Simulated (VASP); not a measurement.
Wanted: the native input for a VASP 6.6.1 run.

* Task: single point
* Functional: PBE
* Potentials or basis: VASP PAW PBE potentials, release 64 (Hg)
* Cutoff: 520 eV
* k mesh: 16 × 16 × 16
* Occupations: gaussian, width 0.05 eV
* Spin: no spin polarisation
* Dipole correction: no
* k mesh for the DOS: 24 × 24 × 24
* Occupations for the DOS: tetrahedron
* Further INCAR settings: ALGO = Normal; EDIFF = 1e-06

Crystal: Hg.

```xyz
1
Lattice="0.0000 2.5318 2.5318 2.5318 0.0000 2.5318 2.5318 2.5318 0.0000" Properties=species:S:1:pos:R:3 pbc="T T T"
Hg    0.0000    0.0000    0.0000
```

One way to write it, as run:

POSCAR

```
Hg
1.0
    0.0000000000      2.5318349464      2.5318349464
    2.5318349464      0.0000000000      2.5318349464
    2.5318349464      2.5318349464      0.0000000000
Hg
1
Direct
    0.0000000000      0.0000000000      0.0000000000
```

INCAR.step1

```
PREC = Accurate ; ENCUT = 520
EDIFF = 1E-6 ; ISMEAR = 0
SIGMA = 0.05 ; LREAL = F
LASPH = T ; NELM = 80
ALGO = Normal ; ISIF = 2
LWAVE = F ; LCHARG = T
GGA = PE ; NBANDS = 12
```

KPOINTS.step1

```
Automatic mesh
0
Gamma
  16 16 16
```

INCAR.step2

```
PREC = Accurate ; ENCUT = 520
EDIFF = 1E-6 ; ISMEAR = -5
SIGMA = 0.05 ; LREAL = F
LASPH = T ; NELM = 80
ALGO = Normal ; ISIF = 2
LWAVE = F ; LCHARG = F
GGA = PE ; LORBIT = 11
NEDOS = 1001 ; ICHARG = 11
```

KPOINTS.step2

```
Automatic mesh
0
Gamma
  24 24 24
```

Potentials or basis: VASP PAW PBE potentials, release 64 (Hg).

Command:

```bash
$ cat potpaw_PBE.64/Hg/POTCAR > POTCAR
$ cp INCAR.step1 INCAR
$ cp KPOINTS.step1 KPOINTS
$ mpirun -np 1 vasp_std > vasp.out
$ cp INCAR.step2 INCAR
$ cp KPOINTS.step2 KPOINTS
$ mpirun -np 1 vasp_std > vasp.out
```

Results of the run:

The valence electrons inside the program's atomic spheres are Hg 10.42.

Wall time 2.7 min on 1 thread of AMD EPYC 7571, on a shared host, peak memory 0.23 GiB.
